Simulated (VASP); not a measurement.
# CsPbCl3 (Pm-3m) in VASP: single point with PBEsol

Aim: the single point of CsPbCl3 with PBEsol.

Everything below comes from runs of VASP 6.6.1. Logs are shortened: lines on timing, memory, paths and dates and some standing lists are left out, and cuts for length are marked.

## 1. The cell of the first run

It takes space group Pm-3m (No. 221, cubic). Conventional cell: a = 5.605 Å, b = 5.605 Å, c = 5.605 Å, α = 90.00°, β = 90.00°, γ = 90.00°. Within 5.2 Å of Cs (site symmetry m-3m) lie 12 Cl at 3.96 Å and 8 Pb at 4.85 Å. Pb (site symmetry m-3m) has 6 Cl at 2.80 Å within 3.7 Å. Cl (site symmetry 4/mmm) has 2 Pb at 2.80 Å within 3.7 Å.

## 2. Single point, PBEsol

INCAR

```
SYSTEM = CsPbCl3
PREC     = Accurate       ! precision mode
ENCUT    = 520            ! plane-wave cutoff, eV
EDIFF    = 1E-6           ! SCF threshold, eV
ISMEAR   = 0              ! smearing method
SIGMA    = 0.01           ! smearing width, eV
LREAL    = .FALSE.        ! projectors in reciprocal space
LASPH    = .TRUE.         ! aspherical terms in the spheres
NELM     = 60             ! most SCF steps
ALGO     = Normal         ! electronic algorithm
ISIF     = 2              ! what is computed and relaxed
LWAVE    = .FALSE.        ! write WAVECAR
LCHARG   = .FALSE.        ! write CHGCAR
GGA      = PS             ! functional
NBANDS   = 30             ! bands
```

KPOINTS

```
regular mesh
0
G
  4 4 4
  0 0 0
```

POSCAR

```
CsPbCl3
1.0
    5.6050000000      0.0000000000      0.0000000000
    0.0000000000      5.6050000000      0.0000000000
    0.0000000000      0.0000000000      5.6050000000
Cs Pb Cl
1 1 3
Direct
    0.0000000000      0.0000000000      0.0000000000
    0.5000000000      0.5000000000      0.5000000000
    0.5000000000      0.5000000000      0.0000000000
    0.0000000000      0.5000000000      0.5000000000
    0.5000000000      0.0000000000      0.5000000000
```

Potentials or basis: VASP PAW PBE potentials, release 64 (Cs_sv, Pb_d, Cl).

Command:

```bash
> cat potpaw_PBE.64/Cs_sv/POTCAR potpaw_PBE.64/Pb_d/POTCAR potpaw_PBE.64/Cl/POTCAR > POTCAR
> mpirun -np 1 vasp_std > vasp.out
```

OUTCAR:

```text
SYSTEM = CsPbCl3
   PREC = Accurate
   ENCUT = 520
   EDIFF = 1E-6
   ISMEAR = 0
   LREAL = .FALSE.
   LASPH = .TRUE.
   NELM = 60
   ISIF = 2
   GGA = PS

 ion  position               nearest neighbor table
   1  0.000  0.000  0.000-
   2  0.500  0.500  0.500-   3 2.80   4 2.80   5 2.80   3 2.80   5 2.80   4 2.80
   3  0.500  0.500  0.000-   2 2.80   2 2.80
   4  0.000  0.500  0.500-   2 2.80   2 2.80
   5  0.500  0.000  0.500-   2 2.80   2 2.80

  LATTYP: Found a simple cubic cell.
 ALAT       =     5.6050000000

  Lattice vectors:

 A1 = (   5.6050000000,   0.0000000000,   0.0000000000)
 A2 = (   0.0000000000,   5.6050000000,   0.0000000000)
 A3 = (   0.0000000000,   0.0000000000,   5.6050000000)

Analysis of symmetry for initial positions (statically):
=====================================================================
 Subroutine PRICEL returns:
 Original cell was already a primitive cell.

 Routine SETGRP: Setting up the symmetry group for a
 simple cubic supercell.

 Subroutine GETGRP returns: Found 48 space group operations
 (whereof 48 operations were pure point group operations)
 out of a pool of 48 trial point group operations.

The static configuration has the point symmetry O_h .

Analysis of symmetry for dynamics (positions and initial velocities):
=====================================================================
 Subroutine PRICEL returns:
 Original cell was already a primitive cell.

 Routine SETGRP: Setting up the symmetry group for a
 simple cubic supercell.

 Subroutine GETGRP returns: Found 48 space group operations
 (whereof 48 operations were pure point group operations)
 out of a pool of 48 trial point group operations.

The dynamic configuration has the point symmetry O_h .

 Subroutine INISYM returns: Found 48 space group operations
 (whereof 48 operations are pure point group operations),
 and found     1 'primitive' translations

----------------------------------------------------------------------------------------

                                     Primitive cell

  volume of cell :     176.0868

  direct lattice vectors                    reciprocal lattice vectors
     5.605000000  0.000000000  0.000000000     0.178412132  0.000000000  0.000000000
     0.000000000  5.605000000  0.000000000     0.000000000  0.178412132  0.000000000
     0.000000000  0.000000000  5.605000000     0.000000000  0.000000000  0.178412132

  length of vectors
     5.605000000  5.605000000  5.605000000     0.178412132  0.178412132  0.178412132

  position of ions in fractional coordinates (direct lattice)
     0.000000000  0.000000000  0.000000000
     0.500000000  0.500000000  0.500000000
     0.500000000  0.500000000  0.000000000
     0.000000000  0.500000000  0.500000000
     0.500000000  0.000000000  0.500000000

  ion indices of the primitive-cell ions
   primitive index   ion index
                 1           1
                 2           2
                 3           3
                 4           4
                 5           5

----------------------------------------------------------------------------------------

 KPOINTS: regular mesh

Automatic generation of k-mesh.
 Grid dimensions read from file:
 generate k-points for:    4    4    4

 Generating k-lattice:

  Cartesian coordinates                     Fractional coordinates (reciprocal lattice)
     0.044603033  0.000000000  0.000000000     0.250000000  0.000000000  0.000000000
     0.000000000  0.044603033  0.000000000     0.000000000  0.250000000  0.000000000
     0.000000000  0.000000000  0.044603033     0.000000000  0.000000000  0.250000000

  Length of vectors
     0.044603033  0.044603033  0.044603033

  Shift w.r.t. Gamma in fractional coordinates (k-lattice)
     0.000000000  0.000000000  0.000000000

 Subroutine IBZKPT returns following result:
 ===========================================

 Found     10 irreducible k-points:

 Following reciprocal coordinates:
            Coordinates               Weight
  0.000000  0.000000  0.000000      1.000000
  0.250000  0.000000  0.000000      6.000000
  0.500000  0.000000  0.000000      3.000000
  0.250000  0.250000  0.000000     12.000000
  0.500000  0.250000  0.000000     12.000000
  0.500000  0.500000  0.000000      3.000000
  0.250000  0.250000  0.250000      8.000000
  0.500000  0.250000  0.250000     12.000000
  0.500000  0.500000  0.250000      6.000000
  0.500000  0.500000  0.500000      1.000000
   k-points           NKPTS =     10   k-points in BZ     NKDIM =     10   number of bands    NBANDS=     30
   number of dos      NEDOS =    301   number of ions     NIONS =      5
   total plane-waves  NPLWV =  74088
   dimension x,y,z NGX =    42 NGY =   42 NGZ =   42
   dimension x,y,z NGXF=    84 NGYF=   84 NGZF=   84
   ions per type =               1   1   3
   NGX,Y,Z   is equivalent  to a cutoff of  12.46, 12.46, 12.46 a.u.
   NGXF,Y,Z  is equivalent  to a cutoff of  24.91, 24.91, 24.91 a.u.
 SYSTEM =  CsPbCl3
   PREC   = accura    normal or accurate (medium, high low for compatibility)
   ISTART =      0    job   : 0-new  1-cont  2-samecut
   ICHARG =      2    charge: 1-file 2-atom 10-const
   ISPIN  =      1    spin polarized calculation?
   LNONCOLLINEAR =      F non collinear calculations
   LSORBIT =      F    spin-orbit coupling
   LASPH  =      T    aspherical Exc in radial PAW
   ENCUT  =  520.0 eV  38.22 Ry    6.18 a.u.  10.42 10.42 10.42*2*pi/ulx,y,z
   NELM   =     60;   NELMIN=  2; NELMDL= -5     # of ELM steps
   EDIFF  = 0.1E-05   stopping-criterion for ELM
   LREAL  =      F    real-space projection
   EDIFFG = 0.1E-04   stopping-criterion for IOM
   NSW    =      0    number of steps for IOM
   IBRION =     -1    ionic relax: 0-MD 1-quasi-New 2-CG
   NFREE  =      0    steps in history (QN), initial steepest desc. (CG)
   ISIF   =      2    stress and relaxation
   ISYM   =      2    0-nonsym 1-usesym 2-fastsym
   POTIM  = 0.5000    time-step for ionic-motion
   TEBEG  =    0.0;   TEEND  =   0.0 temperature during run
   PSTRESS=    0.0 pullay stress
   NELECT =      44.0000    total number of electrons
   NUPDOWN=      -1.0000    fix difference up-down
   EMIN   =  10.00;   EMAX   =-10.00  energy-range for DOS
   EFERMI =   0.00;   METHOD = LEGACY
   ISMEAR =     0;   SIGMA  =   0.01  broadening in eV -4-tet -1-fermi 0-gaus
   EFERMI_NEDOS =   21; number of points for ismear=-14 and -15
   IALGO  =     38    algorithm
   IMIX   =      4    mixing-type and parameters
     AMIX     =   0.40;   BMIX     =  1.00
     AMIX_MAG =   1.60;   BMIX_MAG =  1.00
  volume/ion in A,a.u.               =      35.22       237.66
  Fermi-wavevector in a.u.,A,eV,Ry     =   1.031138  1.948568 14.466333  1.063245
  Thomas-Fermi vector in A             =   2.165271
   LORBIT       =      0    0 simple, 1 ext, 2 COOP (PROOUT), +10 PAW based schemes
   GGA     = PS    functional components
   LHFCALC =     F    Hartree Fock is set to
   AEXX    =    0.0000 exact exchange contribution
   IVDW    =     0    specifies the selected vdW correction
   LEPSILON=     F    determine dielectric tensor
   LRPA    =     F    only Hartree local field effects (RPA)
 non-spin polarized calculation
 Gauss-broadening in eV      SIGMA  =   0.01
  energy-cutoff  :      520.00
  volume of cell :      176.09
 maximum number of plane-waves:      4780
 NGX is ok and might be reduce to    42
   NGX = 21   NGY = 21   NGZ = 21

 number of electron      44.0000004 magnetization

 Free energy of the ion-electron system (eV)
  ---------------------------------------------------
  ext. energy  EPLUGINS =         0.00000000
  ---------------------------------------------------
  free energy    TOTEN  =       -18.35752883 eV

  energy without entropy =      -18.35752883  energy(sigma->0) =      -18.35752883

 E-fermi :   1.7787     XC(G=0):  -8.0090

 val. band max:        1.7150807031   @ k =   0.5000   0.5000   0.5000
 cond. band min:       3.5166464550   @ k =   0.5000   0.5000   0.5000
 fundamental gap:      1.8015657520
 Fermi energy:         1.7786745956

 k-point     1 :       0.0000    0.0000    0.0000
  band No.  band energies     occupation
      1     -19.6313      2.00000
      2     -15.0683      2.00000
      3     -15.0683      2.00000
      4     -14.8147      2.00000
      5     -14.8147      2.00000
      6     -14.8147      2.00000
[... 22 lines left out ...]
     29       7.8137      0.00000
     30       7.8137      0.00000

 k-point     2 :       0.2500    0.0000    0.0000
  band No.  band energies     occupation
      1     -19.6302      2.00000
      2     -15.0682      2.00000
      3     -15.0158      2.00000
      4     -14.8155      2.00000
      5     -14.8155      2.00000
      6     -14.8147      2.00000
[... 22 lines left out ...]
     29       7.0271      0.00000
     30       7.9575      0.00000

 k-point     3 :       0.5000    0.0000    0.0000
  band No.  band energies     occupation
      1     -19.6291      2.00000
      2     -15.0681      2.00000
      3     -14.9613      2.00000
      4     -14.8162      2.00000
      5     -14.8162      2.00000
      6     -14.8146      2.00000
[... 22 lines left out ...]
     29       7.3748      0.00000
     30       8.4935      0.00000

 k-point     4 :       0.2500    0.2500    0.0000
  band No.  band energies     occupation
      1     -19.6292      2.00000
      2     -15.0431      2.00000
      3     -14.9852      2.00000
      4     -14.8162      2.00000
      5     -14.8154      2.00000
      6     -14.8154      2.00000
[... 22 lines left out ...]
     29       7.3369      0.00000
     30       7.9032      0.00000

 k-point     5 :       0.5000    0.2500    0.0000
  band No.  band energies     occupation
      1     -19.6281      2.00000
      2     -15.0364      2.00000
      3     -14.9334      2.00000
      4     -14.8170      2.00000
      5     -14.8162      2.00000
      6     -14.8154      2.00000
[... 22 lines left out ...]
     29       7.6295      0.00000
     30       7.9876      0.00000

 k-point     6 :       0.5000    0.5000    0.0000
  band No.  band energies     occupation
      1     -19.6272      2.00000
      2     -15.0194      2.00000
      3     -14.8871      2.00000
      4     -14.8177      2.00000
      5     -14.8162      2.00000
      6     -14.8162      2.00000
[... 22 lines left out ...]
     29       7.9159      0.00000
     30       7.9160      0.00000

 k-point     7 :       0.2500    0.2500    0.2500
  band No.  band energies     occupation
      1     -19.6282      2.00000
      2     -14.9851      2.00000
      3     -14.9851      2.00000
      4     -14.8162      2.00000
      5     -14.8162      2.00000
      6     -14.8162      2.00000
[... 22 lines left out ...]
     29       7.8258      0.00000
     30       7.8258      0.00000

 k-point     8 :       0.5000    0.2500    0.2500
  band No.  band energies     occupation
      1     -19.6273      2.00000
      2     -14.9850      2.00000
      3     -14.9236      2.00000
      4     -14.8170      2.00000
      5     -14.8169      2.00000
      6     -14.8162      2.00000
[... 22 lines left out ...]
     29       7.7955      0.00000
     30       7.8319      0.00000

 k-point     9 :       0.5000    0.5000    0.2500
  band No.  band energies     occupation
      1     -19.6264      2.00000
      2     -14.9559      2.00000
      3     -14.8871      2.00000
      4     -14.8178      2.00000
      5     -14.8170      2.00000
      6     -14.8170      2.00000
[... 22 lines left out ...]
     29       7.4589      0.00000
     30       7.8954      0.00000

 k-point    10 :       0.5000    0.5000    0.5000
  band No.  band energies     occupation
      1     -19.6256      2.00000
      2     -14.8871      2.00000
      3     -14.8871      2.00000
      4     -14.8178      2.00000
      5     -14.8178      2.00000
      6     -14.8178      2.00000
[... 22 lines left out ...]
     29       7.2174      0.00000
     30       8.4755      0.00000

------------------------ aborting loop because EDIFF is reached ----------------------------------------

  FORCE on cell =-STRESS in cart. coord.  units (eV):
  Direction    XX          YY          ZZ          XY          YZ          ZX
  --------------------------------------------------------------------------------------
  -------------------------------------------------------------------------------------
  Total        0.2681358      0.2681358      0.2681358      0.0000000     -0.0000000     -0.0000000
  in kB        2.4397119      2.4397119      2.4397119      0.0000000     -0.0000000     -0.0000000
  external PRESSURE =       2.4397119 kB  Pullay stress =       0.0000000 kB

 VOLUME and BASIS-vectors are now :
 -----------------------------------------------------------------------------
  energy-cutoff  :      520.00
  volume of cell :      176.09
      direct lattice vectors                 reciprocal lattice vectors
     5.605000000  0.000000000  0.000000000     0.178412132  0.000000000  0.000000000
     0.000000000  5.605000000  0.000000000     0.000000000  0.178412132  0.000000000
     0.000000000  0.000000000  5.605000000     0.000000000  0.000000000  0.178412132

 POSITION                                       TOTAL-FORCE (eV/Angst)
 -----------------------------------------------------------------------------------
      0.00000      0.00000      0.00000         0.000000      0.000000      0.000000
      2.80250      2.80250      2.80250         0.000000      0.000000      0.000000
      2.80250      2.80250      0.00000         0.000000      0.000000      0.000000
      0.00000      2.80250      2.80250         0.000000      0.000000      0.000000
      2.80250      0.00000      2.80250         0.000000      0.000000      0.000000
 -----------------------------------------------------------------------------------
    total drift:                                0.000000     -0.000000     -0.000000

  FREE ENERGIE OF THE ION-ELECTRON SYSTEM (eV)
  ---------------------------------------------------
  free  energy   TOTEN  =       -18.3575288304 eV

  energy  without entropy=      -18.3575288304  energy(sigma->0) =      -18.35752883
```

Run time: 30 s. Hardware: 1 thread of AMD EPYC 9R14 (Zen 4), shared host; peak memory 0.24 GiB.

What came out:

| Quantity | Value |
| --- | --- |
| Free energy | -18.3575 eV |
| Pressure | 0.2 GPa |
| Band gap on the k mesh | 1.80 eV, direct |

Caveat: the PAW data sets were made with another functional, which shifts forces and pressure a little; spin-orbit coupling is left out, which moves the levels of the heavy elements. A hybrid or GW would open this gap; PBEsol tends to underestimate it.
